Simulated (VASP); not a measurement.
# Mg (I4/mmm) in VASP: single point with PBE

Aim: the single point of Mg with PBE.

Program: VASP 6.6.1. These are calculated values, not measurements. Logs are shortened: lines on timing, memory, paths and dates and some standing lists are left out, and cuts for length are marked.

### 1 The cell of the first run

Symmetry: I4/mmm, No. 139, tetragonal system. Conventional cell: a = 3.672 Å, b = 3.672 Å, c = 3.359 Å, α = 90.00°, β = 90.00°, γ = 90.00°. Within 4.1 Å of Mg (site symmetry 4/mmm) lie 14 Mg at 3.09 to 3.67 Å.

### 2 Single point, PBE

Contents of POSCAR:

```
Mg
1.0
   -1.8359916300      1.8359916300      1.6794040200
    1.8359916300     -1.8359916300      1.6794040200
    1.8359916300      1.8359916300     -1.6794040200
Mg
1
Direct
    0.0000000000      0.0000000000      0.0000000000
```

Contents of INCAR.step1:

```
ALGO     = Normal         # electronic algorithm
EDIFF    = 1E-6           # SCF threshold, eV
ENCUT    = 450            # plane-wave cutoff, eV
GGA      = PE             # functional
GGA_COMPAT= F            
ISMEAR   = 1              # smearing method
LASPH    = T              # aspherical terms in the spheres
LCHARG   = T              # write CHGCAR
LREAL    = F              # projectors in reciprocal space
LWAVE    = F              # write WAVECAR
NBANDS   = 15             # bands
NELM     = 120            # most SCF steps
PREC     = Accurate       # precision mode
SIGMA    = 0.1            # smearing width, eV
```

Contents of KPOINTS.step1:

```
k-points
0
Gamma
  12 12 12
```

Contents of INCAR.step2:

```
ALGO     = Normal         # electronic algorithm
EDIFF    = 1E-6           # SCF threshold, eV
EMAX     = 10.7733      
EMIN     = -14.2267     
ENCUT    = 450            # plane-wave cutoff, eV
GGA      = PE             # functional
GGA_COMPAT= F            
ICHARG   = 11             # starting density
ISMEAR   = -5             # smearing method
LASPH    = T              # aspherical terms in the spheres
LCHARG   = F              # write CHGCAR
LORBIT   = 11             # projections on sites
LREAL    = F              # projectors in reciprocal space
LWAVE    = F              # write WAVECAR
NBANDS   = 15             # bands
NEDOS    = 4001           # points of the DOS
NELM     = 120            # most SCF steps
PREC     = Accurate       # precision mode
```

Contents of KPOINTS.step2:

```
Automatic mesh
0
Gamma
  32 32 32
  0 0 0
```

Potentials or basis: VASP PAW PBE potentials, release 64 (Mg).

Started as:

```bash
cat potpaw_PBE.64/Mg/POTCAR > POTCAR
cp INCAR.step1 INCAR
cp KPOINTS.step1 KPOINTS
mpirun -np 1 vasp_std > vasp.out
cp INCAR.step2 INCAR
cp KPOINTS.step2 KPOINTS
mpirun -np 1 vasp_std > vasp.out
```

OUTCAR:

```text
EDIFF = 1E-6
   EMIN = -14.2267
   ENCUT = 450
   GGA = PE
   ICHARG = 11
   ISMEAR = -5
   LASPH = T
   LORBIT = 11
   LREAL = F
   NELM = 120
   PREC = Accurate

 ion  position               nearest neighbor table
   1  0.000  0.000  0.000-

  LATTYP: Found a body centered tetragonal cell.
 ALAT       =     3.6719832600
 C/A-ratio  =     0.9147122419

  Lattice vectors:

 A1 = (  -1.8359916300,   1.8359916300,   1.6794040200)
 A2 = (   1.8359916300,  -1.8359916300,   1.6794040200)
 A3 = (   1.8359916300,   1.8359916300,  -1.6794040200)

Analysis of symmetry for initial positions (statically):
=====================================================================
 Subroutine PRICEL returns:
 Original cell was already a primitive cell.

 Routine SETGRP: Setting up the symmetry group for a
 body centered tetragonal supercell.

 Subroutine GETGRP returns: Found 16 space group operations
 (whereof 16 operations were pure point group operations)
 out of a pool of 16 trial point group operations.

The static configuration has the point symmetry D_4h.

Analysis of symmetry for dynamics (positions and initial velocities):
=====================================================================
 Subroutine PRICEL returns:
 Original cell was already a primitive cell.

 Routine SETGRP: Setting up the symmetry group for a
 body centered tetragonal supercell.

 Subroutine GETGRP returns: Found 16 space group operations
 (whereof 16 operations were pure point group operations)
 out of a pool of 16 trial point group operations.

The dynamic configuration has the point symmetry D_4h.

 Subroutine INISYM returns: Found 16 space group operations
 (whereof 16 operations are pure point group operations),
 and found     1 'primitive' translations

----------------------------------------------------------------------------------------

                                     Primitive cell

  volume of cell :      22.6442

  direct lattice vectors                    reciprocal lattice vectors
    -1.835991630  1.835991630  1.679404020     0.000000000  0.272332396  0.297724665
     1.835991630 -1.835991630  1.679404020     0.272332396  0.000000000  0.297724665
     1.835991630  1.835991630 -1.679404020     0.272332396  0.272332396  0.000000000

  length of vectors
     3.092269133  3.092269133  3.092269133     0.403490905  0.403490905  0.385136168

  position of ions in fractional coordinates (direct lattice)
     0.000000000  0.000000000  0.000000000

  ion indices of the primitive-cell ions
   primitive index   ion index
                 1           1

----------------------------------------------------------------------------------------

 KPOINTS: Automatic mesh

Automatic generation of k-mesh.
 Grid dimensions read from file:
 generate k-points for:   32   32   32

 Generating k-lattice:

  Cartesian coordinates                     Fractional coordinates (reciprocal lattice)
     0.000000000  0.008510387  0.009303896     0.031250000  0.000000000  0.000000000
     0.008510387  0.000000000  0.009303896     0.000000000  0.031250000  0.000000000
     0.008510387  0.008510387  0.000000000     0.000000000  0.000000000  0.031250000

  Length of vectors
     0.012609091  0.012609091  0.012035505

  Shift w.r.t. Gamma in fractional coordinates (k-lattice)
     0.000000000  0.000000000  0.000000000

 TETIRR: Found  80742 inequivalent tetrahedra from   196608

 Subroutine IBZKPT returns following result:
 ===========================================

 Found   2393 irreducible k-points:

 Following reciprocal coordinates:
            Coordinates               Weight
  0.000000  0.000000  0.000000      1.000000
  0.031250 -0.000000  0.000000      8.000000
  0.062500 -0.000000  0.000000      8.000000
  0.093750  0.000000  0.000000      8.000000
  0.125000 -0.000000  0.000000      8.000000
  0.156250 -0.000000  0.000000      8.000000
[... 16 lines left out ...]
  0.187500  0.031250 -0.000000     16.000000
  0.218750  0.031250 -0.000000     16.000000
 [... further k-points ...]
   k-points           NKPTS =   2393   k-points in BZ     NKDIM =   2393   number of bands    NBANDS=     15
   number of dos      NEDOS =   4001   number of ions     NIONS =      1
   total plane-waves  NPLWV =  13824
   dimension x,y,z NGX =    24 NGY =   24 NGZ =   24
   dimension x,y,z NGXF=    48 NGYF=   48 NGZF=   48
   ions per type =               1
   NGX,Y,Z   is equivalent  to a cutoff of  12.90, 12.90, 12.90 a.u.
   NGXF,Y,Z  is equivalent  to a cutoff of  25.81, 25.81, 25.81 a.u.
 SYSTEM =  unknown system
   PREC   = accura    normal or accurate (medium, high low for compatibility)
   ISTART =      0    job   : 0-new  1-cont  2-samecut
   ICHARG =     11    charge: 1-file 2-atom 10-const
   ISPIN  =      1    spin polarized calculation?
   LNONCOLLINEAR =      F non collinear calculations
   LSORBIT =      F    spin-orbit coupling
   LASPH  =      T    aspherical Exc in radial PAW
   ENCUT  =  450.0 eV  33.07 Ry    5.75 a.u.   5.35  5.35  5.35*2*pi/ulx,y,z
   NELM   =    120;   NELMIN=  2; NELMDL=  0     # of ELM steps
   EDIFF  = 0.1E-05   stopping-criterion for ELM
   LREAL  =      F    real-space projection
   EDIFFG = 0.1E-04   stopping-criterion for IOM
   NSW    =      0    number of steps for IOM
   IBRION =     -1    ionic relax: 0-MD 1-quasi-New 2-CG
   NFREE  =      0    steps in history (QN), initial steepest desc. (CG)
   ISIF   =      2    stress and relaxation
   ISYM   =      2    0-nonsym 1-usesym 2-fastsym
   POTIM  = 0.5000    time-step for ionic-motion
   TEBEG  =    0.0;   TEEND  =   0.0 temperature during run

   SCALEE = 1.0000    scale energy and forces
   PSTRESS=    0.0 pullay stress
   NELECT =       2.0000    total number of electrons
   NUPDOWN=      -1.0000    fix difference up-down
   EMIN   = -14.23;   EMAX   = 10.77  energy-range for DOS
   EFERMI =   0.00;   METHOD = LEGACY
   ISMEAR =    -5;   SIGMA  =   0.20  broadening in eV -4-tet -1-fermi 0-gaus
   EFERMI_NEDOS =   21; number of points for ismear=-14 and -15
   IALGO  =     38    algorithm
   IMIX   =      4    mixing-type and parameters
     AMIX     =   0.40;   BMIX     =  1.00
     AMIX_MAG =   1.60;   BMIX_MAG =  1.00
  volume/ion in A,a.u.               =      22.64       152.81
  Fermi-wavevector in a.u.,A,eV,Ry     =   0.729065  1.377732  7.231974  0.531535
  Thomas-Fermi vector in A             =   1.820694
   LORBIT       =     11    0 simple, 1 ext, 2 COOP (PROOUT), +10 PAW based schemes
   GGA     = PE    functional components
   LHFCALC =     F    Hartree Fock is set to
   AEXX    =    0.0000 exact exchange contribution
   IVDW    =     0    specifies the selected vdW correction
   LEPSILON=     F    determine dielectric tensor
   LRPA    =     F    only Hartree local field effects (RPA)

   CSHIFT  =0.1000    complex shift for real part using Kramers Kronig

   OMEGAMAX=  -1.0    maximum frequency
 non-spin polarized calculation
 Fermi weights with tetrahedron method with Bloechl corrections
  energy-cutoff  :      450.00
  volume of cell :       22.64
 maximum number of plane-waves:       513
 NGX is ok and might be reduce to    24

 number of electron       2.0000000 magnetization

 Free energy of the ion-electron system (eV)
  ---------------------------------------------------
  ext. energy  EPLUGINS =         0.00000000
  ---------------------------------------------------
  free energy    TOTEN  =        -1.47705955 eV

  energy without entropy =       -1.47705955  energy(sigma->0) =       -1.47705955

 E-fermi :   2.7458     XC(G=0):  -8.5363

 val. band max:        2.8203237200   @ k =  -0.3125  -0.3437   0.0312
 cond. band min:       2.6723155059   @ k =   0.4062   0.1875   0.0000
 fundamental gap:     -0.1480082141
 Fermi energy:         2.7457681504

 k-point     1 :       0.0000    0.0000    0.0000
  band No.  band energies     occupation
      1      -4.2829      2.00000
      2      14.6847      0.00000
      3      16.5405      0.00000
      4      16.5405      0.00000
      5      16.8694      0.00000
      6      17.0912      0.00000
      7      17.0912      0.00000
      8      18.7526      0.00000
      9      18.9612      0.00000
     10      19.4351      0.00000
     11      19.4351      0.00000
     12      20.0861      0.00000
     13      27.5267      0.00000

 k-point     2 :       0.0312   -0.0000    0.0000
  band No.  band energies     occupation
      1      -4.2589      2.00000
      2      14.5569      0.00000
      3      16.2034      0.00000
      4      16.3675      0.00000
      5      16.4705      0.00000
      6      17.2642      0.00000
      7      17.4340      0.00000
      8      18.4840      0.00000
      9      18.8515      0.00000
     10      19.6514      0.00000
     11      19.6993      0.00000
     12      20.6680      0.00000
     13      27.5970      0.00000

 k-point     3 :       0.0625   -0.0000    0.0000
  band No.  band energies     occupation
      1      -4.1869      2.00000
      2      14.2476      0.00000
      3      15.3329      0.00000
      4      15.9611      0.00000
      5      16.0235      0.00000
      6      17.6980      0.00000
      7      17.7656      0.00000
      8      17.9924      0.00000
      9      19.0135      0.00000
     10      20.1054      0.00000
     11      20.1980      0.00000
     12      21.8029      0.00000
     13      27.8027      0.00000
[... 305 lines left out ...]
 k-point    23 :       0.1875    0.0313   -0.0000
  band No.  band energies     occupation
      1      -3.2434      2.00000
      2      10.3574      0.00000
      3      12.6163      0.00000
      4      13.3205      0.00000
      5      14.5457      0.00000
      6      15.9722      0.00000
      7      18.5241      0.00000
      8      20.3238      0.00000
      9      20.8841      0.00000
     10      23.4241      0.00000
     11      24.7040      0.00000
     12      27.6616      0.00000
     13      30.0636      0.00000

 k-point    24 :       0.2187    0.0313   -0.0000
  band No.  band energies     occupation
      1      -2.9095      2.00000
      2       9.2955      0.00000
      3      12.2653      0.00000
      4      12.9492      0.00000
      5      14.1952      0.00000
      6      15.6513      0.00000
      7      18.7213      0.00000
      8      20.9251      0.00000
      9      21.6218      0.00000
     10      24.3065      0.00000
     11      25.7577      0.00000
     12      28.1762      0.00000
     13      30.8236      0.00000

 [... further k-points ...]

 [bands above 13 left out]

------------------------ aborting loop because EDIFF is reached ----------------------------------------

  FORCE on cell =-STRESS in cart. coord.  units (eV):
  Direction    XX          YY          ZZ          XY          YZ          ZX
  --------------------------------------------------------------------------------------
  -------------------------------------------------------------------------------------
  Total        0.0384998      0.0384998      0.0791663      0.0000000      0.0000000      0.0000000
  in kB        2.7240336      2.7240336      5.6013704      0.0000000      0.0000000      0.0000000
  external PRESSURE =       3.6831458 kB  Pullay stress =       0.0000000 kB

 VOLUME and BASIS-vectors are now :
 -----------------------------------------------------------------------------
  energy-cutoff  :      450.00
  volume of cell :       22.64
      direct lattice vectors                 reciprocal lattice vectors
    -1.835991630  1.835991630  1.679404020     0.000000000  0.272332396  0.297724665
     1.835991630 -1.835991630  1.679404020     0.272332396  0.000000000  0.297724665
     1.835991630  1.835991630 -1.679404020     0.272332396  0.272332396  0.000000000

 POSITION                                       TOTAL-FORCE (eV/Angst)
 -----------------------------------------------------------------------------------
      0.00000      0.00000      0.00000         0.000000      0.000000      0.000000
 -----------------------------------------------------------------------------------
    total drift:                                0.000000     -0.000000     -0.000000

  FREE ENERGIE OF THE ION-ELECTRON SYSTEM (eV)
  ---------------------------------------------------
  free  energy   TOTEN  =        -1.4770595475 eV

  energy  without entropy=       -1.4770595475  energy(sigma->0) =       -1.47705955

 total charge

# of ion       s       p       d       tot
------------------------------------------
    1        0.211   0.126   0.012   0.349
```

Wall time 2.7 min (1 thread of Intel Xeon 6975P-C (Granite Rapids), shared host); peak memory 0.78 GiB.

What came out:

```yaml
Valence_electrons_inside_the_program's_atomic_spheres: Mg 0.35
Density_of_states_at_the_Fermi_level: 0.42 states/eV/atom
```

Levels at points of the mesh, in eV from the Fermi level:
```tsv
k point	band 1	band 2	band 3	band 4
(0.00, 0.00, 0.00)	-7.03	11.94	13.79	13.79
(0.50, 0.00, 0.00)	-1.38	-0.69	8.18	8.97
(0.50, 0.50, 0.00)	-1.78	-1.35	9.80	10.51
```

Caveat: tetrahedron occupations give inexact forces and stress in metals.
